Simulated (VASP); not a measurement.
# MgO (P6_3mc) in VASP: a series of runs, part 2 of 2

VASP 6.6.1.

## (5) Single point, PBE

This run uses another cell than the first one, of 11.27 Å³/atom, 1.040 times its volume.

Contents of INCAR:

```
  PREC = Accurate
  ENCUT = 520
  EDIFF = 1E-6
  ISMEAR = 0
  SIGMA = 0.05
  LREAL = False
  LASPH = True
  NELM = 80
  ALGO = Normal
  ISIF = 2
  LWAVE = False
  LCHARG = False
  GGA = PE
  NBANDS = 26
```

Contents of KPOINTS:

```
Automatic mesh
0
Gamma
  9 9 2
```

Contents of POSCAR:

```
MgO
1.0
    3.2805263433      0.0000000000      0.0000000000
   -1.6402631717      2.8410191511      0.0000000000
    0.0000000000      0.0000000000      9.6728000000
Mg O
4 4
Direct
    0.3333333333      0.6666666667      0.9694906392
    0.0000000000      0.0000000000      0.2208211786
    0.0000000000      0.0000000000      0.7208211786
    0.6666666667      0.3333333333      0.4694906392
    0.3333333333      0.6666666667      0.7800420079
    0.0000000000      0.0000000000      0.5296443544
    0.0000000000      0.0000000000      0.0296443544
    0.6666666667      0.3333333333      0.2800420079
```

Potentials or basis: VASP PAW PBE potentials, release 64 (Mg, O).

Started as:

```
cat potpaw_PBE.64/Mg/POTCAR potpaw_PBE.64/O/POTCAR > POTCAR
mpirun -np 1 vasp_std > vasp.out
```

OUTCAR:

```text
PREC = Accurate
   ENCUT = 520
   EDIFF = 1E-6
   ISMEAR = 0
   LREAL = False
   LASPH = True
   NELM = 80
   ISIF = 2
   GGA = PE

 ion  position               nearest neighbor table
   1  0.333  0.667  0.969-   5 1.83   7 1.98   7 1.98   7 1.98   3 3.06   3 3.06   3 3.06   2 3.08
                             2 3.08   2 3.08
   2  0.000  0.000  0.221-   7 1.85   8 1.98   8 1.98   8 1.98   4 3.06   4 3.06   4 3.06   1 3.08
                             1 3.08   1 3.08
   3  0.000  0.000  0.721-   6 1.85   5 1.98   5 1.98   5 1.98   1 3.06   1 3.06   1 3.06   4 3.08
                             4 3.08   4 3.08
   4  0.667  0.333  0.469-   8 1.83   6 1.98   6 1.98   6 1.98   2 3.06   2 3.06   2 3.06   3 3.08
                             3 3.08   3 3.08
   5  0.333  0.667  0.780-   1 1.83   3 1.98   3 1.98   3 1.98
   6  0.000  0.000  0.530-   3 1.85   4 1.98   4 1.98   4 1.98
   7  0.000  0.000  0.030-   2 1.85   1 1.98   1 1.98   1 1.98
   8  0.667  0.333  0.280-   4 1.83   2 1.98   2 1.98   2 1.98

  LATTYP: Found a hexagonal cell.
 ALAT       =     3.2805263433
 C/A-ratio  =     2.9485512347

  Lattice vectors:

 A1 = (   3.2805263433,   0.0000000000,   0.0000000000)
 A2 = (  -1.6402631717,   2.8410191511,   0.0000000000)
 A3 = (   0.0000000000,   0.0000000000,   9.6728000000)

Analysis of symmetry for initial positions (statically):
=====================================================================
 Subroutine PRICEL returns:
 Original cell was already a primitive cell.

 Routine SETGRP: Setting up the symmetry group for a
 hexagonal supercell.

 Subroutine GETGRP returns: Found 12 space group operations
 (whereof  6 operations were pure point group operations)
 out of a pool of 24 trial point group operations.

The static configuration has the point symmetry C_3v.
 The point group associated with its full space group is C_6v.

Analysis of symmetry for dynamics (positions and initial velocities):
=====================================================================
 Subroutine PRICEL returns:
 Original cell was already a primitive cell.

 Routine SETGRP: Setting up the symmetry group for a
 hexagonal supercell.

 Subroutine GETGRP returns: Found 12 space group operations
 (whereof  6 operations were pure point group operations)
 out of a pool of 24 trial point group operations.

The dynamic configuration has the point symmetry C_3v.
 The point group associated with its full space group is C_6v.

 Subroutine INISYM returns: Found 12 space group operations
 (whereof  6 operations are pure point group operations),
 and found     1 'primitive' translations

----------------------------------------------------------------------------------------

                                     Primitive cell

  volume of cell :      90.1509

  direct lattice vectors                    reciprocal lattice vectors
     3.280526343  0.000000000  0.000000000     0.304829133  0.175993182  0.000000000
    -1.640263172  2.841019151  0.000000000     0.000000000  0.351986364  0.000000000
[... 53 lines left out ...]
            Coordinates               Weight
  0.000000  0.000000  0.000000      1.000000
  0.111111 -0.000000  0.000000      6.000000
  0.222222  0.000000  0.000000      6.000000
  0.333333  0.000000  0.000000      6.000000
  0.444444  0.000000  0.000000      6.000000
  0.111111  0.111111  0.000000      6.000000
[... 16 lines left out ...]
  0.333333  0.222222  0.500000     12.000000
  0.333333  0.333333  0.500000      2.000000
   k-points           NKPTS =     24   k-points in BZ     NKDIM =     24   number of bands    NBANDS=     26
   number of dos      NEDOS =    301   number of ions     NIONS =      8
   total plane-waves  NPLWV =  41472
   dimension x,y,z NGX =    24 NGY =   24 NGZ =   72
   dimension x,y,z NGXF=    48 NGYF=   48 NGZF=  144
   ions per type =               4   4
   NGX,Y,Z   is equivalent  to a cutoff of  12.16, 12.16, 12.37 a.u.
   NGXF,Y,Z  is equivalent  to a cutoff of  24.32, 24.32, 24.75 a.u.
 SYSTEM =  unknown system
   PREC   = accura    normal or accurate (medium, high low for compatibility)
   ISTART =      0    job   : 0-new  1-cont  2-samecut
   ICHARG =      2    charge: 1-file 2-atom 10-const
   ISPIN  =      1    spin polarized calculation?
   LNONCOLLINEAR =      F non collinear calculations
   LSORBIT =      F    spin-orbit coupling
   LASPH  =      T    aspherical Exc in radial PAW
   ENCUT  =  520.0 eV  38.22 Ry    6.18 a.u.   6.10  6.10 17.98*2*pi/ulx,y,z
   NELM   =     80;   NELMIN=  2; NELMDL= -5     # of ELM steps
   EDIFF  = 0.1E-05   stopping-criterion for ELM
   LREAL  =      F    real-space projection
   EDIFFG = 0.1E-04   stopping-criterion for IOM
   NSW    =      0    number of steps for IOM
   IBRION =     -1    ionic relax: 0-MD 1-quasi-New 2-CG
   NFREE  =      0    steps in history (QN), initial steepest desc. (CG)
   ISIF   =      2    stress and relaxation
   ISYM   =      2    0-nonsym 1-usesym 2-fastsym
   POTIM  = 0.5000    time-step for ionic-motion
   TEBEG  =    0.0;   TEEND  =   0.0 temperature during run
   PSTRESS=    0.0 pullay stress
   NELECT =      32.0000    total number of electrons
   NUPDOWN=      -1.0000    fix difference up-down
   EMIN   =  10.00;   EMAX   =-10.00  energy-range for DOS
   EFERMI =   0.00;   METHOD = LEGACY
   ISMEAR =     0;   SIGMA  =   0.05  broadening in eV -4-tet -1-fermi 0-gaus
   EFERMI_NEDOS =   21; number of points for ismear=-14 and -15
   IALGO  =     38    algorithm
   IMIX   =      4    mixing-type and parameters
     AMIX     =   0.40;   BMIX     =  1.00
     AMIX_MAG =   1.60;   BMIX_MAG =  1.00
  volume/ion in A,a.u.               =      11.27        76.05
  Fermi-wavevector in a.u.,A,eV,Ry     =   1.159137  2.190452 18.280776  1.343599
  Thomas-Fermi vector in A             =   2.295733
   LORBIT       =      0    0 simple, 1 ext, 2 COOP (PROOUT), +10 PAW based schemes
   GGA     = PE    functional components
   LHFCALC =     F    Hartree Fock is set to
   AEXX    =    0.0000 exact exchange contribution
   IVDW    =     0    specifies the selected vdW correction
   LEPSILON=     F    determine dielectric tensor
   LRPA    =     F    only Hartree local field effects (RPA)
 non-spin polarized calculation
 Gauss-broadening in eV      SIGMA  =   0.05
  energy-cutoff  :      520.00
  volume of cell :       90.15
 maximum number of plane-waves:      2466
   NGX = 13   NGY = 13   NGZ = 35

 number of electron      32.0000026 magnetization

 Free energy of the ion-electron system (eV)
  ---------------------------------------------------
  ext. energy  EPLUGINS =         0.00000000
  ---------------------------------------------------
  free energy    TOTEN  =       -46.30260585 eV

  energy without entropy =      -46.30260585  energy(sigma->0) =      -46.30260585

 E-fermi :   1.5849     XC(G=0):  -9.9435

 val. band max:        1.3317955369   @ k =   0.0000   0.0000   0.0000
 cond. band min:       5.0363565983   @ k =   0.0000   0.0000   0.0000
 fundamental gap:      3.7045610614
 Fermi energy:         1.5848698616

 k-point     1 :       0.0000    0.0000    0.0000
  band No.  band energies     occupation
      1     -15.0025      2.00000
      2     -14.5883      2.00000
      3     -14.5317      2.00000
      4     -14.0788      2.00000
      5      -1.8989      2.00000
      6      -0.7152      2.00000
[... 685 lines left out ...]
     25      14.8564      0.00000
     26      14.8752      0.00000

------------------------ aborting loop because EDIFF is reached ----------------------------------------

  FORCE on cell =-STRESS in cart. coord.  units (eV):
  Direction    XX          YY          ZZ          XY          YZ          ZX
  --------------------------------------------------------------------------------------
  -------------------------------------------------------------------------------------
  Total        2.0774422      2.0774422     16.1514176     -0.0000000      0.0000000     -0.0000000
  in kB       36.9206756     36.9206756    287.0458869     -0.0000000      0.0000000     -0.0000000
  external PRESSURE =     120.2957461 kB  Pullay stress =       0.0000000 kB

 VOLUME and BASIS-vectors are now :
 -----------------------------------------------------------------------------
  energy-cutoff  :      520.00
  volume of cell :       90.15
      direct lattice vectors                 reciprocal lattice vectors
     3.280526343  0.000000000  0.000000000     0.304829133  0.175993182  0.000000000
    -1.640263172  2.841019151  0.000000000     0.000000000  0.351986364  0.000000000
     0.000000000  0.000000000  9.672800000     0.000000000  0.000000000  0.103382681

 POSITION                                       TOTAL-FORCE (eV/Angst)
 -----------------------------------------------------------------------------------
     -0.00000      1.89401      9.37769         0.000000     -0.000000      1.346318
      0.00000      0.00000      2.13596         0.000000     -0.000000      1.365752
      0.00000      0.00000      6.97236        -0.000000      0.000000      1.365752
      1.64026      0.94701      4.54129        -0.000000      0.000000      1.346318
     -0.00000      1.89401      7.54519        -0.000000     -0.000000     -1.407092
      0.00000      0.00000      5.12314        -0.000000     -0.000000     -1.304978
      0.00000      0.00000      0.28674         0.000000      0.000000     -1.304978
      1.64026      0.94701      2.70879        -0.000000     -0.000000     -1.407092
 -----------------------------------------------------------------------------------
    total drift:                               -0.000000     -0.000001      0.002824

  FREE ENERGIE OF THE ION-ELECTRON SYSTEM (eV)
  ---------------------------------------------------
  free  energy   TOTEN  =       -46.3026058470 eV

  energy  without entropy=      -46.3026058470  energy(sigma->0) =      -46.30260585
```

Run time: 28 s. Hardware: 1 thread of Intel Xeon 6975P-C (Granite Rapids), shared host; peak memory 0.2 GiB.

What came out:

| Quantity | Value |
| --- | --- |
| Free energy | -46.3026 eV |
| Pressure | 12.0 GPa |
| Largest force | 1.407 eV/Å |
| Band gap on the k mesh | 3.70 eV, direct |

Forces in eV/Å, atoms in the order of the input:
```
Mg   0.000  0.000  1.346
Mg   0.000  0.000  1.366
Mg   0.000  0.000  1.366
Mg   0.000  0.000  1.346
O    0.000  0.000 -1.407
O    0.000  0.000 -1.305
O    0.000  0.000 -1.305
O    0.000  0.000 -1.407
```

Stress tensor (GPa, compression positive):
```
 3.69  0.00  0.00
 0.00  3.69  0.00
 0.00  0.00 28.70
```

Levels at points of the mesh, in eV from the valence-band top:
| k point | band 14 | band 15 | band 16 | band 17 | band 18 | band 19 |
| --- | --- | --- | --- | --- | --- | --- |
| (0.00, 0.00, 0.00) | -0.36 | -0.36 | 0.00 | 3.70 | 6.06 | 6.26 |
| (0.00, 0.00, 0.50) | -0.41 | -0.41 | -0.41 | 4.57 | 4.57 | 7.74 |

Caveat: forces of over 1 eV/Å act on the atoms, so gaps and moduli don't describe the material at rest.

## (6) Overview

```tsv
cell	gap on the mesh (eV)	pressure (GPa)	largest force (eV/Å)
a = 3.171, b = 3.171, c = 9.953 Å, angles 90.0, 90.0, 120.0°, 8 atoms	4.10	17.7	0.39
a = 3.116, b = 3.117, c = 10.514 Å, angles 90.0, 90.0, 120.0°, 8 atoms	4.07	14.9	0.61
a = 3.171, b = 3.171, c = 10.233 Å, angles 90.0, 90.0, 120.0°, 8 atoms	4.00	12.8	0.09
a = 3.281, b = 3.281, c = 9.673 Å, angles 90.0, 90.0, 120.0°, 8 atoms	3.70	12.0	1.41
```

Alike in all rows: task single point; level PBE; potentials or basis VASP PAW PBE potentials, release 64 (Mg, O); no spin polarisation; k mesh 9 × 9 × 2; cutoff (eV) 520; smearing gaussian 0.05 eV.

Caveats: forces of over 1 eV/Å act on the atoms, so gaps and moduli don't describe the material at rest (some runs).

Total energies depend on the potentials used, so only differences within one code and one set of settings carry meaning.
